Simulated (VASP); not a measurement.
# MnO2 (R-3m) in VASP: single point with PBE+U

Aim: the single point of MnO2 with PBE+U.

Program: VASP 6.6.1. These are calculated values, not measurements. Logs are shortened: lines on timing, memory, paths and dates and some standing lists are left out, and cuts for length are marked.

### 1 The cell of the first run

The structure is trigonal, space group R-3m (No. 166). Conventional cell: a = 2.949 Å, b = 2.949 Å, c = 14.196 Å, α = 90.00°, β = 90.00°, γ = 120.00°. Within 2.6 Å of Mn (site symmetry -3m) lie 6 O at 1.96 Å. O (site symmetry 3m) has 3 Mn at 1.96 Å and 3 O at 2.59 Å within 2.6 Å.

### 2 Single point, PBE+U, collinear spin, antiferromagnetic start

The input, INCAR:

```
PREC = Accurate
ENCUT = 520
EDIFF = 1E-6
ISMEAR = 0
SIGMA = 0.02
LREAL = F
LASPH = T
NELM = 150
ALGO = Normal
ISIF = 2
LWAVE = F
LCHARG = F
ISPIN = 2
MAGMOM = 4 -4 0 0 0 0
LORBIT = 11
LMAXMIX = 4
LDAU = T
LDAUTYPE = 2
LDAUL = 2 -1
LDAUU = 3.9 0
LDAUJ = 0 0
LDAUPRINT = 1
GGA = PE
NBANDS = 38
```

The input, KPOINTS:

```
Automatic mesh
0
Gamma
  12 12 6
```

The input, POSCAR:

```
MnO2
1.0
    1.4745448809     -0.8513288840      9.4638027315
   -1.4745448809     -0.8513288840      9.4638027315
    0.0000000000     -3.4053155358      9.4638027314
Mn O
2 4
Direct
    0.0000000000      0.0000000000      0.0000000000
    0.0000000000      0.0000000000      0.5000000000
    0.2643644900      0.2643644900      0.8678177550
    0.7356355100      0.7356355100      0.6321822450
    0.2643644900      0.2643644900      0.3678177550
    0.7356355100      0.7356355100      0.1321822450
```

Potentials or basis: VASP PAW PBE potentials, release 64 (Mn_pv, O).

Started as:

```bash
$ cat potpaw_PBE.64/Mn_pv/POTCAR potpaw_PBE.64/O/POTCAR > POTCAR
$ mpirun -np 1 vasp_std > vasp.out
```

OUTCAR:

```text
PREC = Accurate
   ENCUT = 520
   EDIFF = 1E-6
   ISMEAR = 0
   LREAL = F
   LASPH = T
   NELM = 150
   ISIF = 2
   ISPIN = 2
   LORBIT = 11
   GGA = PE

 ion  position               nearest neighbor table
   1  0.000  0.000  0.000-   4 1.96   5 1.96   4 1.96   4 1.96   5 1.96   5 1.96
   2  0.000  0.000  0.500-   6 1.96   3 1.96   6 1.96   6 1.96   3 1.96   3 1.96
   3  0.264  0.264  0.868-   2 1.96   2 1.96   2 1.96
   4  0.736  0.736  0.632-   1 1.96   1 1.96   1 1.96
   5  0.264  0.264  0.368-   1 1.96   1 1.96   1 1.96
   6  0.736  0.736  0.132-   2 1.96   2 1.96   2 1.96

  LATTYP: Found a trigonal (rhomboedric) cell.
 ALAT       =     9.6157477929
 COS(alpha) =     0.9529694715

  Lattice vectors:

 A1 = (   0.0000000000,   1.7026577678,   9.4638027316)
 A2 = (  -1.4745448809,  -0.8513288840,   9.4638027315)
 A3 = (   1.4745448809,  -0.8513288840,   9.4638027315)

Analysis of symmetry for initial positions (statically):
=====================================================================
 Subroutine PRICEL returns following result:

  LATTYP: Found a trigonal (rhomboedric) cell.
 ALAT       =     5.0289098232
 COS(alpha) =     0.8280515398
[... 12 lines left out ...]
 Subroutine GETGRP returns: Found 12 space group operations
 (whereof 12 operations were pure point group operations)
 out of a pool of 12 trial point group operations.

The static configuration has the point symmetry D_3d.

Analysis of symmetry for dynamics (positions and initial velocities):
=====================================================================
 Subroutine PRICEL returns following result:

  LATTYP: Found a trigonal (rhomboedric) cell.
 ALAT       =     5.0289098232
 COS(alpha) =     0.8280515398
[... 12 lines left out ...]
 Subroutine GETGRP returns: Found 12 space group operations
 (whereof 12 operations were pure point group operations)
 out of a pool of 12 trial point group operations.

The dynamic configuration has the point symmetry D_3d.

Analysis of structural, dynamic, and magnetic symmetry:
=====================================================================
 Subroutine PRICEL returns following result:

  LATTYP: Found a trigonal (rhomboedric) cell.
 ALAT       =     5.0289098232
 COS(alpha) =     0.8280515398
[... 12 lines left out ...]
 Subroutine GETGRP returns: Found 12 space group operations
 (whereof 12 operations were pure point group operations)
 out of a pool of 12 trial point group operations.

The overall configuration has the point symmetry D_3d.

 Subroutine INISYM returns: Found 12 space group operations
 (whereof 12 operations are pure point group operations),
 and found     2 'primitive' translations

----------------------------------------------------------------------------------------

                                     Primitive cell

  volume of cell :      35.6404

  direct lattice vectors                    reciprocal lattice vectors
    -1.474544881  0.851328884  4.731901366    -0.339087678  0.195772362  0.070443846
     0.000000000 -1.702657768  4.731901366     0.000000000 -0.391544725  0.070443846
     1.474544881  0.851328884  4.731901366     0.339087678  0.195772362  0.070443846
[... 153 lines left out ...]
  o =  0.0687  v =  0.0000  0.0000  0.0000  0.0000  0.0000 -0.7345  0.0000 -0.0000  0.6786  0.0000      0.0000  0.0000  0.0000  0.0000  0.0000  0.0000  0.0000  0.0000  0.0000  0.0000
  o =  0.0687  v =  0.0000  0.0000  0.0000  0.0000  0.0000  0.0000 -0.6786  0.0000  0.0000  0.7345      0.0000  0.0000  0.0000  0.0000  0.0000  0.0000  0.0000  0.0000  0.0000  0.0000
  o =  0.2906  v =  0.0000  0.0000  0.0000  0.0000  0.0000  0.0000  0.7345  0.0000 -0.0000  0.6786      0.0000  0.0000  0.0000  0.0000  0.0000  0.0000  0.0000  0.0000  0.0000  0.0000
  o =  0.2906  v =  0.0000  0.0000  0.0000  0.0000  0.0000  0.6786  0.0000 -0.0000  0.7345  0.0000      0.0000  0.0000  0.0000  0.0000  0.0000  0.0000  0.0000  0.0000  0.0000  0.0000
  o =  0.5735  v =  0.0000 -0.7587  0.0000  0.0000 -0.6515  0.0000  0.0000  0.0000  0.0000  0.0000      0.0000  0.0000  0.0000  0.0000  0.0000  0.0000  0.0000  0.0000  0.0000  0.0000
  o =  0.5735  v = -0.6515  0.0000  0.0000 -0.7587 -0.0000  0.0000  0.0000  0.0000  0.0000  0.0000      0.0000  0.0000  0.0000  0.0000  0.0000  0.0000  0.0000  0.0000  0.0000  0.0000
  o =  0.9596  v =  0.0000 -0.0000 -1.0000 -0.0000  0.0000  0.0000  0.0000  0.0000  0.0000  0.0000      0.0000  0.0000  0.0000  0.0000  0.0000  0.0000  0.0000  0.0000  0.0000  0.0000
  o =  0.9610  v = -0.7587  0.0000 -0.0000  0.6515  0.0000  0.0000  0.0000  0.0000  0.0000  0.0000      0.0000  0.0000  0.0000  0.0000  0.0000  0.0000  0.0000  0.0000  0.0000  0.0000
  o =  0.9610  v =  0.0000 -0.6515  0.0000  0.0000  0.7587  0.0000  0.0000  0.0000  0.0000  0.0000      0.0000  0.0000  0.0000  0.0000  0.0000  0.0000  0.0000  0.0000  0.0000  0.0000

atom =   2  type =  1  l = 2

 onsite density matrix

spin component  1

  0.1709 -0.0000 -0.0000  0.1106 -0.0000
 -0.0000  0.1884  0.0000  0.0000  0.1106
 -0.0000  0.0000  0.0669  0.0000  0.0000
  0.1106  0.0000  0.0000  0.1884  0.0000
 -0.0000  0.1106  0.0000  0.0000  0.1709

spin component  2

  0.7965  0.0000  0.0000 -0.1915 -0.0000
  0.0000  0.7380  0.0000 -0.0000 -0.1915
  0.0000  0.0000  0.9596  0.0000  0.0000
 -0.1915 -0.0000  0.0000  0.7380  0.0000
 -0.0000 -0.1915  0.0000  0.0000  0.7965

 occupancies and eigenvectors

  o =  0.0669  v =  0.0000 -0.0000  1.0000 -0.0000 -0.0000  0.0000  0.0000  0.0000  0.0000  0.0000      0.0000  0.0000  0.0000  0.0000  0.0000  0.0000  0.0000  0.0000  0.0000  0.0000
  o =  0.0687  v =  0.7345  0.0000 -0.0000 -0.6786 -0.0000  0.0000  0.0000  0.0000  0.0000  0.0000      0.0000  0.0000  0.0000  0.0000  0.0000  0.0000  0.0000  0.0000  0.0000  0.0000
  o =  0.0687  v = -0.0000  0.6786 -0.0000  0.0000 -0.7345  0.0000  0.0000  0.0000  0.0000  0.0000      0.0000  0.0000  0.0000  0.0000  0.0000  0.0000  0.0000  0.0000  0.0000  0.0000
  o =  0.2906  v =  0.0000 -0.7345 -0.0000  0.0000 -0.6786  0.0000  0.0000  0.0000  0.0000  0.0000      0.0000  0.0000  0.0000  0.0000  0.0000  0.0000  0.0000  0.0000  0.0000  0.0000
  o =  0.2906  v =  0.6786  0.0000 -0.0000  0.7345  0.0000  0.0000  0.0000  0.0000  0.0000  0.0000      0.0000  0.0000  0.0000  0.0000  0.0000  0.0000  0.0000  0.0000  0.0000  0.0000
  o =  0.5735  v =  0.0000  0.0000  0.0000  0.0000  0.0000  0.0000 -0.7587  0.0000  0.0000 -0.6515      0.0000  0.0000  0.0000  0.0000  0.0000  0.0000  0.0000  0.0000  0.0000  0.0000
  o =  0.5735  v =  0.0000  0.0000  0.0000  0.0000  0.0000 -0.6515  0.0000  0.0000 -0.7587 -0.0000      0.0000  0.0000  0.0000  0.0000  0.0000  0.0000  0.0000  0.0000  0.0000  0.0000
  o =  0.9596  v =  0.0000  0.0000  0.0000  0.0000  0.0000  0.0000 -0.0000 -1.0000 -0.0000  0.0000      0.0000  0.0000  0.0000  0.0000  0.0000  0.0000  0.0000  0.0000  0.0000  0.0000
  o =  0.9610  v =  0.0000  0.0000  0.0000  0.0000  0.0000 -0.7587  0.0000 -0.0000  0.6515  0.0000      0.0000  0.0000  0.0000  0.0000  0.0000  0.0000  0.0000  0.0000  0.0000  0.0000
  o =  0.9610  v =  0.0000  0.0000  0.0000  0.0000  0.0000  0.0000 -0.6515  0.0000 -0.0000  0.7587      0.0000  0.0000  0.0000  0.0000  0.0000  0.0000  0.0000  0.0000  0.0000  0.0000

 number of electron      50.0000015 magnetization       0.0000000

 Free energy of the ion-electron system (eV)
  ---------------------------------------------------
  ext. energy  EPLUGINS =         0.00000000
  ---------------------------------------------------
  free energy    TOTEN  =       -42.44567443 eV

  energy without entropy =      -42.44567443  energy(sigma->0) =      -42.44567443

 E-fermi :   1.8598     XC(G=0): -10.3249

 val. band max:        1.7227780141   @ k =   0.0000   0.0000   0.1667
 cond. band min:       3.4585568426   @ k =   0.4167   0.4167   0.1667
 fundamental gap:      1.7357788285
 Fermi energy:         1.8598160877

 spin component 1

 k-point     1 :       0.0000    0.0000    0.0000
  band No.  band energies     occupation
      1     -48.3778      1.00000
      2     -48.3762      1.00000
      3     -48.3762      1.00000
      4     -44.8020      1.00000
      5     -44.8020      1.00000
      6     -44.6260      1.00000
[... 1913 lines left out ...]
     36      15.3767      0.00000
     37      16.0782      0.00000

 [... further k-points ...]

 [bands above 37 left out]

------------------------ aborting loop because EDIFF is reached ----------------------------------------

  FORCE on cell =-STRESS in cart. coord.  units (eV):
  Direction    XX          YY          ZZ          XY          YZ          ZX
  --------------------------------------------------------------------------------------
  -------------------------------------------------------------------------------------
  Total       -2.4204415     -2.4204415     -1.7985474      0.0000000     -0.0000000      0.0000000
  in kB      -54.4042566    -54.4042566    -40.4259448      0.0000000     -0.0000000      0.0000000
  external PRESSURE =     -49.7448194 kB  Pullay stress =       0.0000000 kB

 VOLUME and BASIS-vectors are now :
 -----------------------------------------------------------------------------
  energy-cutoff  :      520.00
  volume of cell :       71.28
      direct lattice vectors                 reciprocal lattice vectors
     1.474544881 -0.851328884  9.463802731     0.339087678  0.195772362  0.070443846
    -1.474544881 -0.851328884  9.463802731    -0.339087678  0.195772362  0.070443846
     0.000000000 -3.405315536  9.463802731     0.000000000 -0.391544725 -0.035221923

 POSITION                                       TOTAL-FORCE (eV/Angst)
 -----------------------------------------------------------------------------------
      0.00000      0.00000      0.00000        -0.000000      0.000000     -0.000000
      0.00000     -1.70266      4.73190        -0.000000      0.000000     -0.000000
      0.00000     -3.40532     13.21664         0.000000     -0.000000      0.588100
      0.00000     -3.40532     19.90667         0.000000      0.000000     -0.588100
      0.00000     -1.70266      8.48474         0.000000     -0.000000      0.588100
      0.00000     -1.70266     15.17477         0.000000      0.000000     -0.588100
 -----------------------------------------------------------------------------------
    total drift:                                0.000000     -0.000000      0.000000

  FREE ENERGIE OF THE ION-ELECTRON SYSTEM (eV)
  ---------------------------------------------------
  free  energy   TOTEN  =       -42.4456744289 eV

  energy  without entropy=      -42.4456744289  energy(sigma->0) =      -42.44567443

 total charge

# of ion       s       p       d       tot
------------------------------------------
    1        0.327   6.402   4.786  11.515
    2        0.327   6.402   4.786  11.515
    3        1.583   3.377   0.000   4.960
    4        1.583   3.377   0.000   4.960
    5        1.583   3.377   0.000   4.960
    6        1.583   3.377   0.000   4.960
--------------------------------------------------
tot          6.984  26.312   9.572  42.869

 magnetization (x)

# of ion       s       p       d       tot
------------------------------------------
    1        0.033   0.041   3.240   3.314
    2       -0.033  -0.041  -3.240  -3.314
    3       -0.002   0.161   0.000   0.159
    4        0.002  -0.161   0.000  -0.159
    5        0.002  -0.161   0.000  -0.159
    6       -0.002   0.161   0.000   0.159
--------------------------------------------------
tot         -0.000   0.000   0.000  -0.000
```

It took 1.6 h on 1 thread of Oxide Virtual Turin-like, shared host; peak memory 1.3 GiB.

What came out:

```yaml
Free_energy: -42.4457 eV
Pressure: -5.0 GPa
Largest_force: 0.588 eV/Å
Band_gap_on_the_k_mesh: 1.74 eV
Net_moment: 0.00 μB per cell
Site_moments: Mn +3.31, -3.31; O +0.16, -0.16 (each value once) μB
Valence_electrons_inside_the_program's_atomic_spheres: Mn 11.52; O 4.96
```

Forces on the atoms (eV/Å):
```
Mn   0.000  0.000  0.000
Mn   0.000  0.000  0.000
O    0.000  0.000  0.588
O    0.000  0.000 -0.588
O    0.000  0.000  0.588
O    0.000  0.000 -0.588
```

Eigenvalues of the final occupation matrices:
```tsv
site	spin	trace	eigenvalues
site 1 d	1	4.03	0.57 0.57 0.96 0.96 0.96
site 1 d	2	0.79	0.07 0.07 0.07 0.29 0.29
site 2 d	1	0.79	0.07 0.07 0.07 0.29 0.29
site 2 d	2	4.03	0.57 0.57 0.96 0.96 0.96
```

Caveat: the cell stands under tension.
